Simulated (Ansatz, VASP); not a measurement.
## Two plane-wave programs on Te

```xyz
2
Lattice="3.4905 0.0000 0.0000 -1.7453 3.0229 0.0000 0.0000 0.0000 6.1228" Properties=species:S:1:pos:R:3 pbc="T T T"
Te    0.0000    0.0000    4.7314
Te    0.0000    0.0000    1.3914
```

Alike in both runs: functional PBE; k mesh 6 × 6 × 4; occupations gaussian, width 0.1 eV; no spin polarisation.

Ansatz relaxed the structure, and its values are those at the end. VASP's run is a single point on that final structure, the one shown.

|  | VASP | Ansatz |
| --- | --- | --- |
| version | VASP 6.6.1 | Ansatz 0.2.0 |
| potentials or method | VASP PAW PBE potentials, release 64 (Te), cutoff 520 eV | scalar-relativistic, plane waves, PAW |
| valence electrons in the cell | 12 | 32 |

```csv
,VASP,Ansatz,Ansatz less VASP
gap on the k mesh at the Fermi level (eV),none,none,-
pressure (GPa),0.0,0.0,+0.02
rms of the force components (eV/Å),0.005,0.000,-0.0044
```

A gap of «none» marks a metal or a gap that the smearing closes. The functional is the same, so the differences come from potentials, cutoffs and numerics. VASP's potentials hold 12 valence electrons a cell and Ansatz's 32, so a difference there can come from the potentials and not from the codes.

Spin-orbit coupling is off throughout.
